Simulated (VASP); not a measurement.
AlAs, 12 atoms in the cell. The cell holds a slab with vacuum, 12 atoms: a = 4.050 Å, b = 5.728 Å, c = 25.126 Å, α = 90.00°, β = 90.00°, γ = 90.00°. 

- Program: VASP 6.6.1
- Task: relaxation of the atoms
- Functional: PBE
- Potentials or basis: VASP PAW PBE potentials, release 64 (Al, As)
- Cutoff: 450 eV
- k mesh: 7 × 5 × 1
- Occupations: gaussian, width 0.05 eV
- Spin: no spin polarisation
- Dipole correction: yes
- Further INCAR settings: ALGO = Normal; EDIFF = 1e-07; NELMDL = -8; IBRION = 2; EDIFFG = -0.02; NSW = 80

Potentials or basis: VASP PAW PBE potentials, release 64 (Al, As).

Command:

```sh
$ cat potpaw_PBE.64/Al/POTCAR potpaw_PBE.64/As/POTCAR > POTCAR
$ mpirun -np 4 vasp_std > vasp.out
```

Hardware: 4 MPI ranks on AMD EPYC 7R43 64-Core Processor (Zen 3), with other jobs on the host.

Task: How long does it take, and how much memory?

Result: Run time: 18 min on 4 MPI ranks on AMD EPYC 7R43 64-Core Processor (Zen 3), with other jobs on the host, peak memory 0.54 GiB a rank. Counts: scf iterations 221, k points 12, ion steps 18.
